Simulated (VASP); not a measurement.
# LiZr4N (P-3m1) in VASP: further runs

LiZr4N is run at these levels: PBE; tasks: single point.

Program: VASP 6.6.1. These are calculated values, not measurements. Logs are shortened: lines on timing, memory, paths and dates and some standing lists are left out, and cuts for length are marked.

### 1 The cell of the first run

It takes space group P-3m1 (No. 164, trigonal). The conventional cell has a = 3.183 Å, b = 3.183 Å, c = 13.150 Å, α = 90.00°, β = 90.00°, γ = 120.00°. Within 4.2 Å of Li (site symmetry -3m) lie 6 Li at 3.18 Å and 6 Zr at 3.19 Å. Zr (site symmetry 3m) has 3 N at 2.26 Å within 3.0 Å. Zr (site symmetry 3m) has 9 Zr at 3.18 to 3.22 Å and 3 Li at 3.19 Å within 4.2 Å. N (site symmetry -3m) has 6 Zr at 2.26 Å within 3.0 Å.

### 2 Single point, PBE (19.23 Å³/atom)

INCAR reads:

```
ALGO     = Normal         # electronic algorithm
EDIFF    = 1E-6           # SCF threshold, eV
ENCUT    = 520            # plane-wave cutoff, eV
GGA      = PE             # functional
ISIF     = 2              # what is computed and relaxed
ISMEAR   = 0              # smearing method
LASPH    = T              # aspherical terms in the spheres
LCHARG   = T              # write CHGCAR
LELF     = T              # ELF
LREAL    = F              # projectors in reciprocal space
LVHAR    = T            
LWAVE    = F              # write WAVECAR
NBANDS   = 37             # bands
NELM     = 100            # most SCF steps
PREC     = Accurate       # precision mode
SIGMA    = 0.1            # smearing width, eV
```

KPOINTS reads:

```
k-points
0
Gamma
  12 12 4
```

POSCAR reads:

```
LiZr4N
1.0
    3.1831769248      0.0000000000      0.0000000000
   -1.5915884624      2.7567120816      0.0000000000
    0.0000000000      0.0000000000     13.1498852096
Li Zr N
1 4 1
Direct
    0.0000000000      0.0000000000      0.0000000000
    0.6666666667      0.3333333333      0.3996762755
    0.3333333333      0.6666666667      0.6003237245
    0.6666666667      0.3333333333      0.8014342951
    0.3333333333      0.6666666667      0.1985657049
    0.0000000000      0.0000000000      0.5000000000
```

Potentials or basis: VASP PAW PBE potentials, release 64 (Li_sv, Zr_sv, N).

On the command line:

```bash
cat potpaw_PBE.64/Li_sv/POTCAR potpaw_PBE.64/Zr_sv/POTCAR potpaw_PBE.64/N/POTCAR > POTCAR
mpirun -np 1 vasp_std > vasp.out
```

OUTCAR:

```text
EDIFF = 1E-6
   ENCUT = 520
   GGA = PE
   ISIF = 2
   ISMEAR = 0
   LASPH = T
   LREAL = F
   NELM = 100
   PREC = Accurate

 ion  position               nearest neighbor table
   1  0.000  0.000  0.000-   4 3.19   5 3.19   5 3.19   4 3.19   4 3.19   5 3.19
   2  0.667  0.333  0.400-   6 2.26   6 2.26   6 2.26   3 3.22   3 3.22   3 3.22   5 3.22   5 3.22
                             5 3.22
   3  0.333  0.667  0.600-   6 2.26   6 2.26   6 2.26   2 3.22   2 3.22   2 3.22   4 3.22   4 3.22
                             4 3.22
   4  0.667  0.333  0.801-   1 3.19   1 3.19   1 3.19   3 3.22   3 3.22   3 3.22
   5  0.333  0.667  0.199-   1 3.19   1 3.19   1 3.19   2 3.22   2 3.22   2 3.22
   6  0.000  0.000  0.500-   2 2.26   3 2.26   3 2.26   2 2.26   2 2.26   3 2.26

  LATTYP: Found a hexagonal cell.
 ALAT       =     3.1831769248
 C/A-ratio  =     4.1310569661

  Lattice vectors:

 A1 = (   3.1831769248,   0.0000000000,   0.0000000000)
 A2 = (  -1.5915884624,   2.7567120816,   0.0000000000)
 A3 = (   0.0000000000,   0.0000000000,  13.1498852096)

Analysis of symmetry for initial positions (statically):
=====================================================================
 Subroutine PRICEL returns:
 Original cell was already a primitive cell.

 Routine SETGRP: Setting up the symmetry group for a
 hexagonal supercell.

 Subroutine GETGRP returns: Found 12 space group operations
 (whereof 12 operations were pure point group operations)
 out of a pool of 24 trial point group operations.

The static configuration has the point symmetry D_3d.

Analysis of symmetry for dynamics (positions and initial velocities):
=====================================================================
 Subroutine PRICEL returns:
 Original cell was already a primitive cell.

 Routine SETGRP: Setting up the symmetry group for a
 hexagonal supercell.

 Subroutine GETGRP returns: Found 12 space group operations
 (whereof 12 operations were pure point group operations)
 out of a pool of 24 trial point group operations.

The dynamic configuration has the point symmetry D_3d.

 Subroutine INISYM returns: Found 12 space group operations
 (whereof 12 operations are pure point group operations),
 and found     1 'primitive' translations

----------------------------------------------------------------------------------------

                                     Primitive cell

  volume of cell :     115.3916

  direct lattice vectors                    reciprocal lattice vectors
     3.183176925  0.000000000  0.000000000     0.314151561  0.181375488  0.000000000
    -1.591588462  2.756712082  0.000000000     0.000000000  0.362750977  0.000000000
     0.000000000  0.000000000 13.149885210     0.000000000  0.000000000  0.076046291

  length of vectors
     3.183176925  3.183176925 13.149885210     0.362750977  0.362750977  0.076046291

  position of ions in fractional coordinates (direct lattice)
     0.000000000  0.000000000  0.000000000
     0.666666667  0.333333333  0.399676275
     0.333333333  0.666666667  0.600323725
     0.666666667  0.333333333  0.801434295
     0.333333333  0.666666667  0.198565705
     0.000000000  0.000000000  0.500000000

  ion indices of the primitive-cell ions
   primitive index   ion index
                 1           1
                 2           2
                 3           3
                 4           4
                 5           5
                 6           6

----------------------------------------------------------------------------------------

 KPOINTS: k-points

Automatic generation of k-mesh.
 Grid dimensions read from file:
 generate k-points for:   12   12    4

 Generating k-lattice:

  Cartesian coordinates                     Fractional coordinates (reciprocal lattice)
     0.026179297  0.015114624  0.000000000     0.083333333  0.000000000  0.000000000
     0.000000000  0.030229248  0.000000000     0.000000000  0.083333333  0.000000000
     0.000000000  0.000000000  0.019011573     0.000000000  0.000000000  0.250000000

  Length of vectors
     0.030229248  0.030229248  0.019011573

  Shift w.r.t. Gamma in fractional coordinates (k-lattice)
     0.000000000  0.000000000  0.000000000

 Subroutine IBZKPT returns following result:
 ===========================================

 Found     69 irreducible k-points:

 Following reciprocal coordinates:
            Coordinates               Weight
  0.000000  0.000000  0.000000      1.000000
  0.083333  0.000000  0.000000      6.000000
  0.166667  0.000000  0.000000      6.000000
  0.250000  0.000000  0.000000      6.000000
  0.333333  0.000000  0.000000      6.000000
  0.416667  0.000000  0.000000      6.000000
[... 16 lines left out ...]
  0.166667  0.000000  0.250000      6.000000
  0.000000  0.166667  0.250000      6.000000
 [... further k-points ...]
   k-points           NKPTS =     69   k-points in BZ     NKDIM =     69   number of bands    NBANDS=     37
   number of dos      NEDOS =    301   number of ions     NIONS =      6
   total plane-waves  NPLWV =  56448
   dimension x,y,z NGX =    24 NGY =   24 NGZ =   98
   dimension x,y,z NGXF=    48 NGYF=   48 NGZF=  196
   ions per type =               1   4   1
   NGX,Y,Z   is equivalent  to a cutoff of  12.53, 12.53, 12.39 a.u.
   NGXF,Y,Z  is equivalent  to a cutoff of  25.07, 25.07, 24.78 a.u.
 SYSTEM =  unknown system
   PREC   = accura    normal or accurate (medium, high low for compatibility)
   ISTART =      0    job   : 0-new  1-cont  2-samecut
   ICHARG =      2    charge: 1-file 2-atom 10-const
   ISPIN  =      1    spin polarized calculation?
   LNONCOLLINEAR =      F non collinear calculations
   LSORBIT =      F    spin-orbit coupling
   LASPH  =      T    aspherical Exc in radial PAW
   ENCUT  =  520.0 eV  38.22 Ry    6.18 a.u.   5.92  5.92 24.45*2*pi/ulx,y,z
   NELM   =    100;   NELMIN=  2; NELMDL= -5     # of ELM steps
   EDIFF  = 0.1E-05   stopping-criterion for ELM
   LREAL  =      F    real-space projection
   EDIFFG = 0.1E-04   stopping-criterion for IOM
   NSW    =      0    number of steps for IOM
   IBRION =     -1    ionic relax: 0-MD 1-quasi-New 2-CG
   NFREE  =      0    steps in history (QN), initial steepest desc. (CG)
   ISIF   =      2    stress and relaxation
   ISYM   =      2    0-nonsym 1-usesym 2-fastsym
   POTIM  = 0.5000    time-step for ionic-motion
   TEBEG  =    0.0;   TEEND  =   0.0 temperature during run
   PSTRESS=    0.0 pullay stress
   NELECT =      56.0000    total number of electrons
   NUPDOWN=      -1.0000    fix difference up-down
   EMIN   =  10.00;   EMAX   =-10.00  energy-range for DOS
   EFERMI =   0.00;   METHOD = LEGACY
   ISMEAR =     0;   SIGMA  =   0.10  broadening in eV -4-tet -1-fermi 0-gaus
   EFERMI_NEDOS =   21; number of points for ismear=-14 and -15
   IALGO  =     38    algorithm
   IMIX   =      4    mixing-type and parameters
     AMIX     =   0.40;   BMIX     =  1.00
     AMIX_MAG =   1.60;   BMIX_MAG =  1.00
  volume/ion in A,a.u.               =      19.23       129.78
  Fermi-wavevector in a.u.,A,eV,Ry     =   1.286509  2.431149 22.519072  1.655105
  Thomas-Fermi vector in A             =   2.418579
   LORBIT       =      0    0 simple, 1 ext, 2 COOP (PROOUT), +10 PAW based schemes
   GGA     = PE    functional components
   LHFCALC =     F    Hartree Fock is set to
   AEXX    =    0.0000 exact exchange contribution
   IVDW    =     0    specifies the selected vdW correction
   LEPSILON=     F    determine dielectric tensor
   LRPA    =     F    only Hartree local field effects (RPA)
 non-spin polarized calculation
 Gauss-broadening in eV      SIGMA  =   0.10
  energy-cutoff  :      520.00
  volume of cell :      115.39
 maximum number of plane-waves:      3134
   NGX = 11   NGY = 11   NGZ = 49

 number of electron      56.0000010 magnetization

 Free energy of the ion-electron system (eV)
  ---------------------------------------------------
  ext. energy  EPLUGINS =         0.00000000
  ---------------------------------------------------
  free energy    TOTEN  =       -47.29819266 eV

  energy without entropy =      -47.26903199  energy(sigma->0) =      -47.28361233

 E-fermi :   7.7264     XC(G=0): -10.6303

 val. band max:        7.7258327886   @ k =   0.0833   0.0833   0.5000
 cond. band min:       7.7289899196   @ k =   0.1667   0.0833   0.0000
 fundamental gap:      0.0031571310
 Fermi energy:         7.7263996181

 k-point     1 :       0.0000    0.0000    0.0000
  band No.  band energies     occupation
      1     -41.0563      2.00000
      2     -40.9925      2.00000
      3     -40.9440      2.00000
      4     -40.9264      2.00000
      5     -38.1376      2.00000
      6     -19.6560      2.00000
[... 29 lines left out ...]
     36      10.2571      0.00000
     37      10.2572      0.00000

 k-point     2 :       0.0833    0.0000    0.0000
  band No.  band energies     occupation
      1     -41.0475      2.00000
      2     -40.9852      2.00000
      3     -40.9377      2.00000
      4     -40.9210      2.00000
      5     -38.1372      2.00000
      6     -19.6357      2.00000
[... 29 lines left out ...]
     36      10.0059      0.00000
     37      10.2495      0.00000

 k-point     3 :       0.1667    0.0000    0.0000
  band No.  band energies     occupation
      1     -41.0230      2.00000
      2     -40.9655      2.00000
      3     -40.9206      2.00000
      4     -40.9064      2.00000
      5     -38.1357      2.00000
      6     -19.5819      2.00000
[... 29 lines left out ...]
     36      10.0310      0.00000
     37      10.2951      0.00000

 k-point     4 :       0.2500    0.0000    0.0000
  band No.  band energies     occupation
      1     -40.9884      2.00000
      2     -40.9384      2.00000
      3     -40.8973      2.00000
      4     -40.8869      2.00000
      5     -38.1338      2.00000
      6     -19.5243      2.00000
[... 29 lines left out ...]
     36      10.4200      0.00000
     37      10.6747      0.00000
[... 683 lines left out ...]
      1     -41.0475      2.00000
      2     -40.9853      2.00000
      3     -40.9377      2.00000
      4     -40.9210      2.00000
      5     -38.1372      2.00000
      6     -19.6357      2.00000
[... 29 lines left out ...]
     36      10.0065      0.00000
     37      10.2516      0.00000

 k-point    23 :       0.1667    0.0000    0.2500
  band No.  band energies     occupation
      1     -41.0230      2.00000
      2     -40.9655      2.00000
      3     -40.9206      2.00000
      4     -40.9064      2.00000
      5     -38.1357      2.00000
      6     -19.5819      2.00000
[... 29 lines left out ...]
     36      10.0421      0.00000
     37      10.2994      0.00000

 k-point    24 :       0.0000    0.1667    0.2500
  band No.  band energies     occupation
      1     -41.0230      2.00000
      2     -40.9655      2.00000
      3     -40.9206      2.00000
      4     -40.9064      2.00000
      5     -38.1357      2.00000
      6     -19.5819      2.00000
[... 29 lines left out ...]
     36      10.0252      0.00000
     37      10.3108      0.00000

 [... further k-points ...]
[... 5 lines left out ...]
  --------------------------------------------------------------------------------------
  -------------------------------------------------------------------------------------
  Total        1.3597976      1.3597976      1.3731473      0.0000000      0.0000000      0.0000000
  in kB       18.8803790     18.8803790     19.0657360      0.0000000      0.0000000      0.0000000
  external PRESSURE =      18.9421646 kB  Pullay stress =       0.0000000 kB

 VOLUME and BASIS-vectors are now :
 -----------------------------------------------------------------------------
  energy-cutoff  :      520.00
  volume of cell :      115.39
      direct lattice vectors                 reciprocal lattice vectors
     3.183176925  0.000000000  0.000000000     0.314151561  0.181375488  0.000000000
    -1.591588462  2.756712082  0.000000000     0.000000000  0.362750977  0.000000000
     0.000000000  0.000000000 13.149885210     0.000000000  0.000000000  0.076046291

 POSITION                                       TOTAL-FORCE (eV/Angst)
 -----------------------------------------------------------------------------------
      0.00000      0.00000      0.00000        -0.000000      0.000000      0.000000
      1.59159      0.91890      5.25570         0.000000      0.000000     -0.021968
     -0.00000      1.83781      7.89419        -0.000000     -0.000000      0.021968
      1.59159      0.91890     10.53877        -0.000000     -0.000000      0.000572
     -0.00000      1.83781      2.61112         0.000000      0.000000     -0.000572
      0.00000      0.00000      6.57494        -0.000000      0.000000      0.000000
 -----------------------------------------------------------------------------------
    total drift:                                0.000000      0.000000     -0.000000

  FREE ENERGIE OF THE ION-ELECTRON SYSTEM (eV)
  ---------------------------------------------------
  free  energy   TOTEN  =       -47.2981926619 eV

  energy  without entropy=      -47.2690319935  energy(sigma->0) =      -47.28361233
```

Wall time 7.3 min (1 thread of Intel Xeon 8259CL, shared host); peak memory 0.38 GiB.

Results:

| Item | Value |
| --- | --- |
| Free energy | -47.2982 eV |
| Largest force | 0.022 eV/Å |
| Band gap on the k mesh | zero (bands 28 and 29 overlap by 0.72 eV) |

Forces in eV/Å, atoms in the order of the input:
```
Li   0.000  0.000  0.000
Zr   0.000  0.000 -0.022
Zr   0.000  0.000  0.022
Zr   0.000  0.000  0.001
Zr   0.000  0.000 -0.001
N    0.000  0.000  0.000
```

Caveat: the cutoff is under 1.25 times the usual one of these potentials, so pressure, stress and relaxed cells hold a basis-set (Pulay) error.

(Continued in part 2 of 2.)
